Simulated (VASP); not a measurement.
# Ge (P6_3/mmc) in VASP: further runs

Runs on Ge. Level: PBE. Tasks: electric field gradients.

Program: VASP 6.6.1. These are calculated values, not measurements. Logs are shortened: lines on timing, memory, paths and dates and some standing lists are left out, and cuts for length are marked.

## 1. The cell of the first run

The structure is hexagonal, space group P6_3/mmc (No. 194). The conventional cell has a = 3.005 Å, b = 3.005 Å, c = 5.104 Å, α = 90.00°, β = 90.00°, γ = 120.00°. Ge (site symmetry -6m2) has 12 Ge at 3.01 to 3.09 Å within 4.0 Å.

This isn't the form of Ge at room conditions, which is diamond.

## 2. Electric field gradients, PBE (19.96 Å³/atom)

Contents of INCAR:

```
ALGO = Normal
EDIFF = 1E-8
ENCUT = 520
GGA = PE
ISIF = 2
ISMEAR = -1
LASPH = True
LCHARG = False
LEFG = True
LREAL = False
LWAVE = False
NBANDS = 21
NELM = 100
PREC = Accurate
SIGMA = 0.05
```

Contents of KPOINTS:

```
k-points
0
Gamma
  15 15 8
```

Contents of POSCAR:

```
Ge
1.0
    3.0054312284      0.0000000000      0.0000000000
   -1.5027156142      2.6027797931      0.0000000000
    0.0000000000      0.0000000000      5.1035333278
Ge
2
Direct
    0.3333333333      0.6666666667      0.2500000000
    0.6666666667      0.3333333333      0.7500000000
```

Potentials or basis: VASP PAW PBE potentials, release 64 (Ge_d).

Launch:

```
> cat potpaw_PBE.64/Ge_d/POTCAR > POTCAR
> mpirun -np 1 vasp_std > vasp.out
```

OUTCAR:

```text
EDIFF = 1E-8
   ENCUT = 520
   GGA = PE
   ISIF = 2
   ISMEAR = -1
   LASPH = True
   LREAL = False
   NELM = 100
   PREC = Accurate

 ion  position               nearest neighbor table
   1  0.333  0.667  0.250-
   2  0.667  0.333  0.750-

  LATTYP: Found a hexagonal cell.
 ALAT       =     3.0054312284
 C/A-ratio  =     1.6981035133

  Lattice vectors:

 A1 = (   3.0054312284,   0.0000000000,   0.0000000000)
 A2 = (  -1.5027156142,   2.6027797931,   0.0000000000)
 A3 = (   0.0000000000,   0.0000000000,   5.1035333278)

Analysis of symmetry for initial positions (statically):
=====================================================================
 Subroutine PRICEL returns:
 Original cell was already a primitive cell.

 Routine SETGRP: Setting up the symmetry group for a
 hexagonal supercell.

 Subroutine GETGRP returns: Found 24 space group operations
 (whereof 12 operations were pure point group operations)
 out of a pool of 24 trial point group operations.

The static configuration has the point symmetry D_3d.
 The point group associated with its full space group is D_6h.

Analysis of symmetry for dynamics (positions and initial velocities):
=====================================================================
 Subroutine PRICEL returns:
 Original cell was already a primitive cell.

 Routine SETGRP: Setting up the symmetry group for a
 hexagonal supercell.

 Subroutine GETGRP returns: Found 24 space group operations
 (whereof 12 operations were pure point group operations)
 out of a pool of 24 trial point group operations.

The dynamic configuration has the point symmetry D_3d.
 The point group associated with its full space group is D_6h.

 Subroutine INISYM returns: Found 24 space group operations
 (whereof 12 operations are pure point group operations),
 and found     1 'primitive' translations

----------------------------------------------------------------------------------------

                                     Primitive cell

  volume of cell :      39.9223

  direct lattice vectors                    reciprocal lattice vectors
     3.005431228  0.000000000  0.000000000     0.332730954  0.192102306  0.000000000
[... 121 lines left out ...]
 NGX is ok and might be reduce to    24
   NGX = 11   NGY = 11   NGZ = 19

 number of electron      28.0000016 magnetization

 Free energy of the ion-electron system (eV)
  ---------------------------------------------------
  ext. energy  EPLUGINS =         0.00000000
  ---------------------------------------------------
  free energy    TOTEN  =        -8.38185885 eV

  energy without entropy =       -8.37463589  energy(sigma->0) =       -8.37824737

 E-fermi :   6.1944     XC(G=0): -11.0195

 val. band max:        6.1929765572   @ k =   0.4667   0.0667   0.1250
 cond. band min:       6.1975043203   @ k =   0.2667   0.0000   0.2500
 fundamental gap:      0.0045277630
 Fermi energy:         6.1943957741

 k-point     1 :       0.0000    0.0000    0.0000
  band No.  band energies     occupation
      1     -18.5318      2.00000
      2     -18.5268      2.00000
      3     -18.5240      2.00000
      4     -18.5240      2.00000
      5     -18.5189      2.00000
      6     -18.5189      2.00000
[... 565 lines left out ...]
     20      18.4678      0.00000
     21      21.5009      0.00000

 [... further k-points ...]

------------------------ aborting loop because EDIFF is reached ----------------------------------------

  FORCE on cell =-STRESS in cart. coord.  units (eV):
  Direction    XX          YY          ZZ          XY          YZ          ZX
  --------------------------------------------------------------------------------------
  -------------------------------------------------------------------------------------
  Total       -0.4485223     -0.4485223     -0.4494133     -0.0000000      0.0000000      0.0000000
  in kB      -18.0002881    -18.0002881    -18.0360439     -0.0000000      0.0000000      0.0000000
  external PRESSURE =     -18.0122067 kB  Pullay stress =       0.0000000 kB

 VOLUME and BASIS-vectors are now :
 -----------------------------------------------------------------------------
  energy-cutoff  :      520.00
  volume of cell :       39.92
      direct lattice vectors                 reciprocal lattice vectors
     3.005431228  0.000000000  0.000000000     0.332730954  0.192102306  0.000000000
    -1.502715614  2.602779793  0.000000000     0.000000000  0.384204612  0.000000000
     0.000000000  0.000000000  5.103533328     0.000000000  0.000000000  0.195942680

 POSITION                                       TOTAL-FORCE (eV/Angst)
 -----------------------------------------------------------------------------------
     -0.00000      1.73519      1.27588        -0.000000     -0.000000      0.000000
      1.50272      0.86759      3.82765         0.000000      0.000000      0.000000
 -----------------------------------------------------------------------------------
    total drift:                               -0.000000      0.000000      0.000000

  FREE ENERGIE OF THE ION-ELECTRON SYSTEM (eV)
  ---------------------------------------------------
  free  energy   TOTEN  =        -8.3818588510 eV

  energy  without entropy=       -8.3746358864  energy(sigma->0) =       -8.37824737

 Electric field gradients (V/A^2)
---------------------------------------------------------------------
 ion       V_xx      V_yy      V_zz      V_xy      V_xz      V_yz
---------------------------------------------------------------------
   1       1.908     1.910    -3.819     0.002     0.000    -0.000
   2       1.908     1.910    -3.819     0.002    -0.000     0.000
---------------------------------------------------------------------

 Electric field gradients after diagonalization (V/A^2)
 (convention: |V_zz| > |V_xx| > |V_yy|)
----------------------------------------------------------------------
 ion       V_xx      V_yy      V_zz     asymmetry (V_yy - V_xx)/ V_zz
----------------------------------------------------------------------
   1       1.911     1.907    -3.819       0.001
   2       1.911     1.907    -3.819       0.001
----------------------------------------------------------------------

           NMR quadrupolar parameters

 Cq : quadrupolar parameter    Cq=e*Q*V_zz/h
 eta: asymmetry parameters     (V_yy - V_xx)/ V_zz
 Q  : nuclear electric quadrupole moment in mb (millibarn)
----------------------------------------------------------------------
 ion       Cq(MHz)       eta       Q (mb)
----------------------------------------------------------------------
   1      -0.009       0.001       1.000
   2      -0.009       0.001       1.000
----------------------------------------------------------------------
```

stdout:

```text
POSCAR found type information on POSCAR Ge
 POSCAR found :  1 types and       2 ions
 scaLAPACK will be used
 LDA part: xc-table for (Slater+PW92), standard interpolation
 POSCAR, INCAR and KPOINTS ok, starting setup
 FFT: planning ... GRIDC
 FFT: planning ... GRID_SOFT
 FFT: planning ... GRID
 WAVECAR not read
 entering main loop
ion   1

ion   2
```

Wall time 1.9 min (1 thread of Intel Xeon 8259CL, shared host); peak memory 0.22 GiB.

Results:

```
Free energy                             : -8.3819 eV
Pressure                                : -1.8 GPa
Band gap on the k mesh                  : zero (bands 14 and 15 overlap by 9.70 eV)
Largest electric field gradient by atom : Ge -3.8 V/Å²
```

Levels at points of the mesh, in eV from the Fermi level:
```csv
k point,band 10,band 11,band 12,band 13,band 14,band 15,band 16,band 17,band 18,band 19
"(0.00, 0.00, 0.00)",-24.64,-12.71,-8.22,-5.29,6.94,6.94,7.84,8.58,8.58,11.74
"(0.00, 0.00, 0.50)",-24.66,-11.32,-11.32,0.56,0.56,7.79,7.79,7.79,7.79,12.82
```

Electric field gradients, principal values (V/Å²):
```tsv
atom	least	middle	greatest (by size)
1 Ge	1.907	1.911	-3.819
2 Ge	1.907	1.911	-3.819
```

Caveat: without QUAD_EFG the Cq values of the log hold for a quadrupole moment of 1 mb, not for the nuclei.

## 3. Electric field gradients, PBE (20.54 Å³/atom)

This run uses another cell than the first one, of 20.54 Å³/atom.

Contents of INCAR:

```
SYSTEM = Ge
ALGO = Normal
EDIFF = 1E-8
ENCUT = 520
GGA = PE
ISIF = 2
ISMEAR = -1
LASPH = .TRUE.
LCHARG = .FALSE.
LEFG = .TRUE.
LREAL = .FALSE.
LWAVE = .FALSE.
NBANDS = 21
NELM = 80
PREC = Accurate
SIGMA = 0.05
```

Contents of KPOINTS:

```
k-points
0
G
  15 15 8
  0 0 0
```

Contents of POSCAR:

```
Ge
1.0
    3.0343313785      0.0000000000      0.0000000000
   -1.5171656892      2.6278080573      0.0000000000
    0.0000000000      0.0000000000      5.1526087742
Ge
2
Direct
    0.3333333333      0.6666666667      0.2500000000
    0.6666666667      0.3333333333      0.7500000000
```

Potentials or basis: VASP PAW PBE potentials, release 64 (Ge_d).

Launch:

```
> cat potpaw_PBE.64/Ge_d/POTCAR > POTCAR
> mpirun -np 1 vasp_std > vasp.out
```

OUTCAR:

```text
SYSTEM = Ge
   EDIFF = 1E-8
   ENCUT = 520
   GGA = PE
   ISIF = 2
   ISMEAR = -1
   LASPH = .TRUE.
   LREAL = .FALSE.
   NELM = 80
   PREC = Accurate

 ion  position               nearest neighbor table
   1  0.333  0.667  0.250-
   2  0.667  0.333  0.750-

  LATTYP: Found a hexagonal cell.
 ALAT       =     3.0343313785
 C/A-ratio  =     1.6981035133

  Lattice vectors:

 A1 = (   3.0343313785,   0.0000000000,   0.0000000000)
 A2 = (  -1.5171656892,   2.6278080573,   0.0000000000)
 A3 = (   0.0000000000,   0.0000000000,   5.1526087742)

Analysis of symmetry for initial positions (statically):
=====================================================================
 Subroutine PRICEL returns:
 Original cell was already a primitive cell.

 Routine SETGRP: Setting up the symmetry group for a
 hexagonal supercell.

 Subroutine GETGRP returns: Found 24 space group operations
 (whereof 12 operations were pure point group operations)
 out of a pool of 24 trial point group operations.

The static configuration has the point symmetry D_3d.
 The point group associated with its full space group is D_6h.

Analysis of symmetry for dynamics (positions and initial velocities):
=====================================================================
 Subroutine PRICEL returns:
 Original cell was already a primitive cell.

 Routine SETGRP: Setting up the symmetry group for a
 hexagonal supercell.

 Subroutine GETGRP returns: Found 24 space group operations
 (whereof 12 operations were pure point group operations)
 out of a pool of 24 trial point group operations.

The dynamic configuration has the point symmetry D_3d.
 The point group associated with its full space group is D_6h.

 Subroutine INISYM returns: Found 24 space group operations
 (whereof 12 operations are pure point group operations),
 and found     1 'primitive' translations

----------------------------------------------------------------------------------------

                                     Primitive cell

  volume of cell :      41.0850

  direct lattice vectors                    reciprocal lattice vectors
     3.034331379  0.000000000  0.000000000     0.329561895  0.190272649  0.000000000
    -1.517165689  2.627808057  0.000000000     0.000000000  0.380545298  0.000000000
     0.000000000  0.000000000  5.152608774     0.000000000  0.000000000  0.194076446

  length of vectors
     3.034331379  3.034331378  5.152608774     0.380545298  0.380545298  0.194076446

  position of ions in fractional coordinates (direct lattice)
     0.333333333  0.666666667  0.250000000
     0.666666667  0.333333333  0.750000000

  ion indices of the primitive-cell ions
   primitive index   ion index
                 1           1
                 2           2

----------------------------------------------------------------------------------------

 KPOINTS: k-points

[... 71 lines left out ...]
   IBRION =     -1    ionic relax: 0-MD 1-quasi-New 2-CG
   NFREE  =      0    steps in history (QN), initial steepest desc. (CG)
   ISIF   =      2    stress and relaxation
   ISYM   =      2    0-nonsym 1-usesym 2-fastsym
   POTIM  = 0.5000    time-step for ionic-motion
   TEBEG  =    0.0;   TEEND  =   0.0 temperature during run
   PSTRESS=    0.0 pullay stress
   NELECT =      28.0000    total number of electrons
   NUPDOWN=      -1.0000    fix difference up-down
   EMIN   =  10.00;   EMAX   =-10.00  energy-range for DOS
   EFERMI =   0.00;   METHOD = LEGACY
   ISMEAR =    -1;   SIGMA  =   0.05  broadening in eV -4-tet -1-fermi 0-gaus
   EFERMI_NEDOS =   21; number of points for ismear=-14 and -15
   IALGO  =     38    algorithm
   IMIX   =      4    mixing-type and parameters
     AMIX     =   0.40;   BMIX     =  1.00
     AMIX_MAG =   1.60;   BMIX_MAG =  1.00
  volume/ion in A,a.u.               =      20.54       138.63
  Fermi-wavevector in a.u.,A,eV,Ry     =   1.440676  2.722482 28.239525  2.075547
  Thomas-Fermi vector in A             =   2.559393
   LORBIT       =      0    0 simple, 1 ext, 2 COOP (PROOUT), +10 PAW based schemes
   GGA     = PE    functional components
   LHFCALC =     F    Hartree Fock is set to
   AEXX    =    0.0000 exact exchange contribution
   IVDW    =     0    specifies the selected vdW correction
   LEPSILON=     F    determine dielectric tensor
   LRPA    =     F    only Hartree local field effects (RPA)
 non-spin polarized calculation
  energy-cutoff  :      520.00
  volume of cell :       41.09
 maximum number of plane-waves:      1123
 NGX is ok and might be reduce to    24
   NGX = 11   NGY = 11   NGZ = 19

 number of electron      28.0000013 magnetization

 Free energy of the ion-electron system (eV)
  ---------------------------------------------------
  ext. energy  EPLUGINS =         0.00000000
  ---------------------------------------------------
  free energy    TOTEN  =        -8.36337263 eV

  energy without entropy =       -8.35604664  energy(sigma->0) =       -8.35970963

 E-fermi :   5.9152     XC(G=0): -10.8795

 val. band max:        5.9090127618   @ k =   0.4667   0.0667   0.1250
 cond. band min:       5.9201106267   @ k =   0.2667   0.0000   0.2500
 fundamental gap:      0.0110978650
 Fermi energy:         5.9152359348

 k-point     1 :       0.0000    0.0000    0.0000
  band No.  band energies     occupation
      1     -18.8191      2.00000
      2     -18.8137      2.00000
      3     -18.8121      2.00000
      4     -18.8121      2.00000
      5     -18.8076      2.00000
      6     -18.8076      2.00000
[... 565 lines left out ...]
     20      17.9725      0.00000
     21      20.9038      0.00000

 [... further k-points ...]

------------------------ aborting loop because EDIFF is reached ----------------------------------------

  FORCE on cell =-STRESS in cart. coord.  units (eV):
  Direction    XX          YY          ZZ          XY          YZ          ZX
  --------------------------------------------------------------------------------------
  -------------------------------------------------------------------------------------
  Total       -0.8624068     -0.8624068     -0.8558955     -0.0000000     -0.0000000      0.0000000
  in kB      -33.6309328    -33.6309328    -33.3770180     -0.0000000     -0.0000000      0.0000000
  external PRESSURE =     -33.5462945 kB  Pullay stress =       0.0000000 kB

 VOLUME and BASIS-vectors are now :
 -----------------------------------------------------------------------------
  energy-cutoff  :      520.00
  volume of cell :       41.09
      direct lattice vectors                 reciprocal lattice vectors
     3.034331379  0.000000000  0.000000000     0.329561895  0.190272649  0.000000000
    -1.517165689  2.627808057  0.000000000     0.000000000  0.380545298  0.000000000
     0.000000000  0.000000000  5.152608774     0.000000000  0.000000000  0.194076446

 POSITION                                       TOTAL-FORCE (eV/Angst)
 -----------------------------------------------------------------------------------
     -0.00000      1.75187      1.28815         0.000000      0.000000      0.000000
      1.51717      0.87594      3.86446        -0.000000     -0.000000      0.000000
 -----------------------------------------------------------------------------------
    total drift:                               -0.000000      0.000000      0.000000

  FREE ENERGIE OF THE ION-ELECTRON SYSTEM (eV)
  ---------------------------------------------------
  free  energy   TOTEN  =        -8.3633726275 eV

  energy  without entropy=       -8.3560466380  energy(sigma->0) =       -8.35970963

 Electric field gradients (V/A^2)
---------------------------------------------------------------------
 ion       V_xx      V_yy      V_zz      V_xy      V_xz      V_yz
---------------------------------------------------------------------
   1       1.830     1.834    -3.663     0.003     0.000    -0.000
   2       1.830     1.834    -3.663     0.003    -0.000     0.000
---------------------------------------------------------------------

 Electric field gradients after diagonalization (V/A^2)
 (convention: |V_zz| > |V_xx| > |V_yy|)
----------------------------------------------------------------------
 ion       V_xx      V_yy      V_zz     asymmetry (V_yy - V_xx)/ V_zz
----------------------------------------------------------------------
   1       1.836     1.828    -3.663       0.002
   2       1.836     1.828    -3.663       0.002
----------------------------------------------------------------------

           NMR quadrupolar parameters

 Cq : quadrupolar parameter    Cq=e*Q*V_zz/h
 eta: asymmetry parameters     (V_yy - V_xx)/ V_zz
 Q  : nuclear electric quadrupole moment in mb (millibarn)
----------------------------------------------------------------------
 ion       Cq(MHz)       eta       Q (mb)
----------------------------------------------------------------------
   1      -0.009       0.002       1.000
   2      -0.009       0.002       1.000
----------------------------------------------------------------------
```

stdout:

```text
POSCAR found type information on POSCAR Ge
 POSCAR found :  1 types and       2 ions
 scaLAPACK will be used
 LDA part: xc-table for (Slater+PW92), standard interpolation
 POSCAR, INCAR and KPOINTS ok, starting setup
 FFT: planning ... GRIDC
 FFT: planning ... GRID_SOFT
 FFT: planning ... GRID
 WAVECAR not read
 entering main loop
ion   1

ion   2
```

It took 1.7 min on 1 thread of Intel Xeon 8259CL, shared host; peak memory 0.22 GiB.

Results:

```
Free energy                             : -8.3634 eV
Pressure                                : -3.4 GPa
Band gap on the k mesh                  : zero (bands 14 and 15 overlap by 9.39 eV)
Largest electric field gradient by atom : Ge -3.7 V/Å²
```

Electric field gradients, principal values (V/Å²):
```tsv
atom	least	middle	greatest (by size)
1 Ge	1.828	1.836	-3.663
2 Ge	1.828	1.836	-3.663
```

Caveat: the cell stands under tension; without QUAD_EFG the Cq values of the log hold for a quadrupole moment of 1 mb, not for the nuclei.

[end of part 1 of 2]
